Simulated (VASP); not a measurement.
# MgI2: relaxation of cell and atoms with PBEsol

Crystal: MgI2.

```
Mg I
1.0
     3.63981    0.00000    0.00000
    -1.81991    3.15217    0.00000
     0.00000    0.00000   13.18067
Mg I
2 4
Direct
  0.33333 0.66667 0.25000
  0.66667 0.33333 0.75000
  0.66667 0.33333 0.38481
  0.66667 0.33333 0.11519
  0.33333 0.66667 0.88481
  0.33333 0.66667 0.61519
```

* Program: VASP 6.6.1
* Task: relaxation of cell and atoms
* Functional: PBEsol
* Potentials or basis: VASP PAW PBE potentials, release 64 (Mg, I)
* Cutoff: 600 eV
* k mesh: 6 × 6 × 2
* Occupations: fermi-dirac, width 0.03 eV
* Spin: no spin polarisation
* Dipole correction: no
* Further INCAR settings: ALGO = Normal; EDIFF = 1e-06; IBRION = 2; EDIFFG = -0.01; NSW = 100; ISIF = 3

| Item | Value |
| --- | --- |
| Relaxed volume | 34.65 Å³/atom |
| Relaxed cell | a = 4.032 Å, b = 4.032 Å, c = 14.769 Å, α = 90.00°, β = 90.00°, γ = 120.00° |
| Space group after relaxing (to 0.05 Å) | P6_3/mmc (No. 194) |
| Energy gained by relaxing | 274.9 meV/atom |
| Ionic steps | 13 |
| Pressure after relaxing | 0.0 GPa |
| Largest force after relaxing | 0.003 eV/Å |
| Band gap on the k mesh | 2.54 eV, indirect (least direct gap 2.69 eV) |

Forces in eV/Å, atoms in the order of the input:
```
Mg   0.000  0.000  0.000
Mg   0.000  0.000  0.000
I    0.000  0.000  0.003
I    0.000  0.000 -0.003
I    0.000  0.000  0.003
I    0.000  0.000 -0.003
```

The path:
```
step  energy change (eV)  largest force (eV/Å)  pressure (GPa)  volume (Å³)
   1              0.0000                0.7240           14.21       151.23
   2             -1.3582                0.8985           -2.11       205.58
   3             -1.4699                0.6243            0.23       190.27
   4             -1.4702                0.6451            0.05       191.24
   5             -1.5728                0.3510            0.11       193.66
   6             -1.5868                0.1705            0.20       194.94
   7             -1.6009                0.1488            0.09       196.46
   8             -1.6289                0.0969           -0.17       201.06
   9             -1.6426                0.0304           -0.46       210.33
  10             -1.6361                0.1359            0.78       204.36
  11             -1.6490                0.0369            0.02       207.84
  12             -1.6487                0.0398           -0.07       207.99
  13             -1.6494                0.0032           -0.02       207.91
```

Final structure:
```
Mg I
1.0
     4.03179    0.00000    0.00000
    -2.01589    3.49163    0.00000
     0.00000    0.00000   14.76872
Mg I
2 4
Direct
  0.33333 0.66667 0.25000
  0.66667 0.33333 0.75000
  0.66667 0.33333 0.37434
  0.66667 0.33333 0.12566
  0.33333 0.66667 0.87434
  0.33333 0.66667 0.62566
```

Levels at points of the mesh, in eV from the valence-band top:
```tsv
k point	band 13	band 14	band 15	band 16	band 17	band 18	band 19	band 20
(0.00, 0.00, 0.00)	-0.09	-0.09	0.00	0.00	2.69	3.48	5.12	5.40
(0.50, 0.00, 0.00)	-0.89	-0.81	-0.71	-0.38	2.54	3.10	3.43	3.64
(0.00, 0.00, 0.50)	-0.04	-0.04	-0.04	-0.04	3.13	3.13	5.16	5.16
(0.50, 0.00, 0.50)	-0.79	-0.79	-0.62	-0.62	2.85	2.85	3.54	3.54
```

Wall time 13 min on 1 thread of Oxide Virtual Turin-like Processor, with other jobs on the host, peak memory 0.3 GiB.

Caveat: the volume moved by over 15 % at a fixed basis, so the end points are rough; the PAW data sets were made with another functional, which shifts forces and pressure a little; spin-orbit coupling is left out, which moves the levels of the heavy elements; this functional lacks dispersion, which binds the layers, so the pressure and a relaxed spacing across them are unreliable. As with any semilocal functional, this PBEsol gap is likely too small.
